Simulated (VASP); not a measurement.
Here is a VASP 6.6.1 calculation.

INCAR

```
PREC     = Accurate       # precision mode
ENCUT    = 600            # plane-wave cutoff, eV
EDIFF    = 1E-7           # SCF threshold, eV
ISMEAR   = 0              # smearing method
SIGMA    = 0.02           # smearing width, eV
LREAL    = False          # projectors in reciprocal space
LASPH    = True           # aspherical terms in the spheres
NELM     = 80             # most SCF steps
ALGO     = Normal         # electronic algorithm
ISIF     = 3              # what is computed and relaxed
LWAVE    = False          # write WAVECAR
LCHARG   = False          # write CHGCAR
GGA      = PS             # functional
IVDW     = 12             # dispersion correction
IBRION   = 2              # ionic algorithm
NSW      = 70             # ionic steps
EDIFFG   = -0.008         # ionic threshold
PSTRESS  = 50.0
```

The input KPOINTS:

```
Automatic mesh
0
Gamma
  12 12 4
```

The input POSCAR:

```
WSe2
1.0
    3.1228611626      0.0000000000      0.0000000000
   -1.5614305813      2.7044770993      0.0000000000
    0.0000000000      0.0000000000      6.5926800296
W Se
1 2
Direct
    0.0000000000      0.0000000000      0.0000000000
    0.3333333333      0.6666666667      0.2490323773
    0.3333333333      0.6666666667      0.7509676227
```

Potentials or basis: VASP PAW PBE potentials, release 64 (W_sv, Se).

The run is started by

```bash
$ cat potpaw_PBE.64/W_sv/POTCAR potpaw_PBE.64/Se/POTCAR > POTCAR
$ mpirun -np 1 vasp_std > vasp.out
```

Estimate the band gap on the k mesh.

0.93 eV, indirect (least direct gap 1.71 eV).

What does it give for the dispersion energy per atom?

-0.459 eV.

Final structure:
```
CELL_PARAMETERS angstrom
3.18296 0.00000 0.00000
-1.59148 2.75652 0.00000
0.00000 0.00000 6.61653
ATOMIC_POSITIONS crystal
W 0.00000 0.00000 0.00000
Se 0.33333 0.66667 0.25568
Se 0.33333 0.66667 0.74432
```

Caveat: the cell is relaxed towards a set pressure, so the enthalpy falls and the energy may rise; spin-orbit coupling is left out, which moves the levels of the heavy elements. PBEsol gaps usually lie below the measured ones, often by a third to a half.
